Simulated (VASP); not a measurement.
# KF in VASP: notebook

Aim: see how the results for KF move with the level of theory and the settings. Levels: PBE, LDA, BLYP. Tasks: single point.

Everything below comes from runs of VASP 6.6.1. Logs are shortened: lines on timing, memory, paths and dates and some standing lists are left out, and cuts for length are marked.

## (1) The cell of the first run

It takes space group I4mm (No. 107, tetragonal). The conventional cell has a = 3.754 Å, b = 3.754 Å, c = 5.309 Å, α = 90.00°, β = 90.00°, γ = 90.00°. K (site symmetry 4mm) has 5 F at 2.15 to 2.70 Å within 2.9 Å. Within 2.9 Å of F (site symmetry 4mm) lie 5 K at 2.15 to 2.70 Å.

## (2) Single point, PBE

The input, INCAR:

```
PREC = Accurate
ENCUT = 600
EDIFF = 1E-6
ISMEAR = 0
SIGMA = 0.1
LREAL = False
LASPH = True
NELM = 120
ALGO = Normal
ISIF = 2
LWAVE = False
LCHARG = False
GGA = PE
NBANDS = 15
ISYM = 0
GGA_COMPAT = False
```

The input, KPOINTS:

```
regular mesh
0
Gamma
  2 8 4
```

The input, POSCAR:

```
KF
1.0
    0.0000000000      2.6544134050      2.6544134050
    2.6544134050      0.0000000000      2.6544134050
    2.6544134050      2.6544134050      0.0000000000
K F
1 1
Direct
    0.0941827673     -0.0941827673      0.0941827673
    0.5000000000      0.5000000000      0.5000000000
```

Potentials or basis: VASP PAW PBE potentials, release 64 (K_sv, F).

The run is started by

```sh
$ cat potpaw_PBE.64/K_sv/POTCAR potpaw_PBE.64/F/POTCAR > POTCAR
$ mpirun -np 1 vasp_std > vasp.out
```

OUTCAR:

```text
PREC = Accurate
   ENCUT = 600
   EDIFF = 1E-6
   ISMEAR = 0
   LREAL = False
   LASPH = True
   NELM = 120
   ISIF = 2
   GGA = PE
   ISYM = 0

 ion  position               nearest neighbor table
   1  0.094  0.906  0.094-   2 2.15   2 2.70   2 2.70   2 2.70   2 2.70
   2  0.500  0.500  0.500-   1 2.15   1 2.70   1 2.70   1 2.70   1 2.70

IMPORTANT INFORMATION: All symmetrisations will be switched off!
NOSYMM: (Re-)initialisation of all symmetry stuff for point group C_1.

----------------------------------------------------------------------------------------

                                     Primitive cell

  volume of cell :      37.4055

  direct lattice vectors                    reciprocal lattice vectors
     0.000000000  2.654413405  2.654413405    -0.188365535  0.188365535  0.188365535
     2.654413405  0.000000000  2.654413405     0.188365535 -0.188365535  0.188365535
     2.654413405  2.654413405  0.000000000     0.188365535  0.188365535 -0.188365535

  length of vectors
     3.753907437  3.753907437  3.753907437     0.326258676  0.326258676  0.326258676

  position of ions in fractional coordinates (direct lattice)
     0.094182767  0.905817233  0.094182767
     0.500000000  0.500000000  0.500000000

  ion indices of the primitive-cell ions
   primitive index   ion index
                 1           1
                 2           2

----------------------------------------------------------------------------------------

 KPOINTS: regular mesh

Automatic generation of k-mesh.
 Grid dimensions read from file:
 generate k-points for:    2    8    4

 Generating k-lattice:

  Cartesian coordinates                     Fractional coordinates (reciprocal lattice)
    -0.094182767  0.094182767  0.094182767     0.500000000  0.000000000  0.000000000
     0.023545692 -0.023545692  0.023545692     0.000000000  0.125000000  0.000000000
     0.047091384  0.047091384 -0.047091384     0.000000000  0.000000000  0.250000000

  Length of vectors
     0.163129338  0.040782335  0.081564669

  Shift w.r.t. Gamma in fractional coordinates (k-lattice)
     0.000000000  0.000000000  0.000000000

 -----------------------------------------------------------------------------
|                                                                             |
|           W    W    AA    RRRRR   N    N  II  N    N   GGGG   !!!           |
|           W    W   A  A   R    R  NN   N  II  NN   N  G    G  !!!           |
|           W    W  A    A  R    R  N N  N  II  N N  N  G       !!!           |
|           W WW W  AAAAAA  RRRRR   N  N N  II  N  N N  G  GGG   !            |
|           WW  WW  A    A  R   R   N   NN  II  N   NN  G    G                |
|           W    W  A    A  R    R  N    N  II  N    N   GGGG   !!!           |
|                                                                             |
|     Your reciprocal lattice and k-lattice belong to different lattice       |
|     classes:                                                                |
|                                                                             |
|        The reciprocal lattice is body-centered cubic,                       |
|        whereas your k-lattice is simple monoclinic.                         |
|                                                                             |
|     Results are often still useful ...                                      |
|                                                                             |
 -----------------------------------------------------------------------------

 WARNING: IBZKPT: internal override: KBLOWUP is changed to .FALSE.
      ... skipping the blow-up phase ...

 Subroutine IBZKPT returns following result:
 ===========================================

 Found     36 irreducible k-points:

 Following reciprocal coordinates:
            Coordinates               Weight
  0.000000  0.000000  0.000000      1.000000
  0.500000  0.000000  0.000000      1.000000
  0.000000  0.125000  0.000000      2.000000
  0.500000  0.125000  0.000000      2.000000
  0.000000  0.250000  0.000000      2.000000
  0.500000  0.250000  0.000000      2.000000
[... 16 lines left out ...]
  0.000000 -0.250000  0.250000      2.000000
  0.500000 -0.250000  0.250000      2.000000
 [... further k-points ...]
   k-points           NKPTS =     36   k-points in BZ     NKDIM =     36   number of bands    NBANDS=     15
   number of dos      NEDOS =    301   number of ions     NIONS =      2
   total plane-waves  NPLWV =  27000
   dimension x,y,z NGX =    30 NGY =   30 NGZ =   30
   dimension x,y,z NGXF=    60 NGYF=   60 NGZF=   60
   ions per type =               1   1
   NGX,Y,Z   is equivalent  to a cutoff of  13.29, 13.29, 13.29 a.u.
   NGXF,Y,Z  is equivalent  to a cutoff of  26.57, 26.57, 26.57 a.u.
 SYSTEM =  unknown system
   PREC   = accura    normal or accurate (medium, high low for compatibility)
   ISTART =      0    job   : 0-new  1-cont  2-samecut
   ICHARG =      2    charge: 1-file 2-atom 10-const
   ISPIN  =      1    spin polarized calculation?
   LNONCOLLINEAR =      F non collinear calculations
   LSORBIT =      F    spin-orbit coupling
   LASPH  =      T    aspherical Exc in radial PAW
   ENCUT  =  600.0 eV  44.10 Ry    6.64 a.u.   7.50  7.50  7.50*2*pi/ulx,y,z
   NELM   =    120;   NELMIN=  2; NELMDL= -5     # of ELM steps
   EDIFF  = 0.1E-05   stopping-criterion for ELM
   LREAL  =      F    real-space projection
   EDIFFG = 0.1E-04   stopping-criterion for IOM
   NSW    =      0    number of steps for IOM
   IBRION =     -1    ionic relax: 0-MD 1-quasi-New 2-CG
   NFREE  =      0    steps in history (QN), initial steepest desc. (CG)
   ISIF   =      2    stress and relaxation
   ISYM   =      0    0-nonsym 1-usesym 2-fastsym
   POTIM  = 0.5000    time-step for ionic-motion
   TEBEG  =    0.0;   TEEND  =   0.0 temperature during run
   PSTRESS=    0.0 pullay stress
   NELECT =      16.0000    total number of electrons
   NUPDOWN=      -1.0000    fix difference up-down
   EMIN   =  10.00;   EMAX   =-10.00  energy-range for DOS
   EFERMI =   0.00;   METHOD = LEGACY
   ISMEAR =     0;   SIGMA  =   0.10  broadening in eV -4-tet -1-fermi 0-gaus
   EFERMI_NEDOS =   21; number of points for ismear=-14 and -15
   IALGO  =     38    algorithm
   IMIX   =      4    mixing-type and parameters
     AMIX     =   0.40;   BMIX     =  1.00
     AMIX_MAG =   1.60;   BMIX_MAG =  1.00
  volume/ion in A,a.u.               =      18.70       126.21
  Fermi-wavevector in a.u.,A,eV,Ry     =   1.233492  2.330962 20.701292  1.521502
  Thomas-Fermi vector in A             =   2.368220
   LORBIT       =      0    0 simple, 1 ext, 2 COOP (PROOUT), +10 PAW based schemes
   GGA     = PE    functional components
   LHFCALC =     F    Hartree Fock is set to
   AEXX    =    0.0000 exact exchange contribution
   IVDW    =     0    specifies the selected vdW correction
   LEPSILON=     F    determine dielectric tensor
   LRPA    =     F    only Hartree local field effects (RPA)
 non-spin polarized calculation
 Gauss-broadening in eV      SIGMA  =   0.10
  energy-cutoff  :      600.00
  volume of cell :       37.41
 maximum number of plane-waves:      1283
 NGX is ok and might be reduce to    30
   NGX = 15   NGY = 15   NGZ = 15

 number of electron      16.0000004 magnetization

 Free energy of the ion-electron system (eV)
  ---------------------------------------------------
  ext. energy  EPLUGINS =         0.00000000
  ---------------------------------------------------
  free energy    TOTEN  =        -7.91131152 eV

  energy without entropy =       -7.91131152  energy(sigma->0) =       -7.91131152

 E-fermi :  -2.1740     XC(G=0):  -8.4423

 val. band max:       -2.7230167555   @ k =   0.5000  -0.2500   0.2500
 cond. band min:       3.4202149822   @ k =   0.0000   0.0000   0.0000
 fundamental gap:      6.1432317378
 Fermi energy:        -2.1740112489

 k-point     1 :       0.0000    0.0000    0.0000
  band No.  band energies     occupation
      1     -28.7113      2.00000
      2     -21.5584      2.00000
      3     -11.9614      2.00000
      4     -11.9096      2.00000
      5     -11.9093      2.00000
      6      -3.0102      2.00000
      7      -3.0101      2.00000
      8      -2.8000      2.00000
      9       3.4202      0.00000
     10       8.1129      0.00000
     11       8.4916      0.00000
     12       8.4921      0.00000
     13       9.7766      0.00000
     14      10.5349      0.00000
     15      14.0443      0.00000

 k-point     2 :       0.5000    0.0000    0.0000
  band No.  band energies     occupation
      1     -28.5909      2.00000
      2     -21.7007      2.00000
      3     -12.1997      2.00000
      4     -12.0192      2.00000
      5     -11.9741      2.00000
      6      -3.6028      2.00000
      7      -3.1966      2.00000
      8      -3.0184      2.00000
      9       6.3276      0.00000
     10       7.6629      0.00000
     11       9.4642      0.00000
     12       9.6076      0.00000
     13      11.3215      0.00000
     14      12.1117      0.00000
     15      13.4612      0.00000
[... 365 lines left out ...]
      3     -12.1888      2.00000
      4     -12.1002      2.00000
      5     -12.0122      2.00000
      6      -3.4168      2.00000
      7      -3.0703      2.00000
      8      -3.0458      2.00000
      9       6.3254      0.00000
     10       7.3702      0.00000
     11       8.9712      0.00000
     12       9.8424      0.00000
     13      10.5782      0.00000
     14      12.1848      0.00000
     15      14.4308      0.00000

 k-point    24 :       0.5000   -0.2500    0.2500
  band No.  band energies     occupation
      1     -28.5556      2.00000
      2     -21.6923      2.00000
      3     -12.3574      2.00000
      4     -12.3397      2.00000
      5     -11.9854      2.00000
      6      -3.2824      2.00000
      7      -2.9956      2.00000
      8      -2.7230      2.00000
      9       6.6251      0.00000
     10       7.0376      0.00000
     11       8.6368      0.00000
     12      10.5803      0.00000
     13      11.6753      0.00000
     14      12.2945      0.00000
     15      13.7349      0.00000

 [... further k-points ...]

------------------------ aborting loop because EDIFF is reached ----------------------------------------

  FORCE on cell =-STRESS in cart. coord.  units (eV):
  Direction    XX          YY          ZZ          XY          YZ          ZX
  --------------------------------------------------------------------------------------
  -------------------------------------------------------------------------------------
  Total        0.3361042      4.5111211      0.3251953      0.0001473     -0.0077906     -0.0001101
  in kB       14.3962301    193.2232537     13.9289731      0.0063090     -0.3336899     -0.0047156
  external PRESSURE =      73.8494856 kB  Pullay stress =       0.0000000 kB

 VOLUME and BASIS-vectors are now :
 -----------------------------------------------------------------------------
  energy-cutoff  :      600.00
  volume of cell :       37.41
      direct lattice vectors                 reciprocal lattice vectors
     0.000000000  2.654413405  2.654413405    -0.188365535  0.188365535  0.188365535
     2.654413405  0.000000000  2.654413405     0.188365535 -0.188365535  0.188365535
     2.654413405  2.654413405  0.000000000     0.188365535  0.188365535 -0.188365535

 POSITION                                       TOTAL-FORCE (eV/Angst)
 -----------------------------------------------------------------------------------
      2.65441      0.50000      2.65441         0.000024     -2.124171      0.000454
      2.65441      2.65441      2.65441        -0.000024      2.124171     -0.000454
 -----------------------------------------------------------------------------------
    total drift:                               -0.000000     -0.000053     -0.000015

  FREE ENERGIE OF THE ION-ELECTRON SYSTEM (eV)
  ---------------------------------------------------
  free  energy   TOTEN  =        -7.9113115151 eV

  energy  without entropy=       -7.9113115151  energy(sigma->0) =       -7.91131152
```

Run time: 20 s. Hardware: 1 thread of AMD EPYC 7R13 (Zen 3), shared host; peak memory 0.15 GiB.

Results:

* Free energy: -7.9113 eV
* Pressure: 7.4 GPa
* Largest force: 2.124 eV/Å
* Band gap on the k mesh: 6.14 eV (least direct gap 6.22 eV)

Forces on the atoms (eV/Å):
```
K    0.000 -2.124  0.000
F    0.000  2.124  0.000
```

Stress tensor (GPa, compression positive):
```
 1.44  0.00  0.00
 0.00 19.32 -0.03
 0.00 -0.03  1.39
```

Levels at points of the mesh, in eV from the valence-band top:
```
           k point  band 4  band 5  band 6  band 7  band 8  band 9  band 10  band 11  band 12  band 13
(0.00, 0.00, 0.00)   -9.19   -9.19   -0.29   -0.29   -0.08    6.14    10.84    11.21    11.22    12.50
(0.50, 0.00, 0.00)   -9.30   -9.25   -0.88   -0.47   -0.30    9.05    10.39    12.19    12.33    14.04
(0.00, 0.50, 0.00)   -9.30   -9.25   -0.88   -0.47   -0.29    9.05    10.39    12.19    12.33    14.04
(0.50, 0.50, 0.00)   -9.41   -9.40   -0.46   -0.32    0.00    8.85    10.01    11.97    13.96    14.40
(0.00, 0.00, 0.50)   -9.30   -9.25   -0.88   -0.47   -0.29    9.05    10.39    12.19    12.33    14.04
(0.50, 0.00, 0.50)   -9.45   -9.45   -0.17   -0.17   -0.02    8.22     9.61    11.82    13.86    14.38
(0.00, 0.50, 0.50)   -9.41   -9.40   -0.46   -0.32    0.00    8.85    10.01    11.97    13.96    14.40
(0.50, 0.50, 0.50)   -9.30   -9.25   -0.88   -0.47   -0.30    9.05    10.39    12.19    12.33    14.04
```

Caveat: the k points lie up to 0.84 Å⁻¹ apart; forces of over 1 eV/Å act on the atoms, so gaps and moduli don't describe the material at rest. A k mesh can miss the band edges.

[end of part 1 of 2]
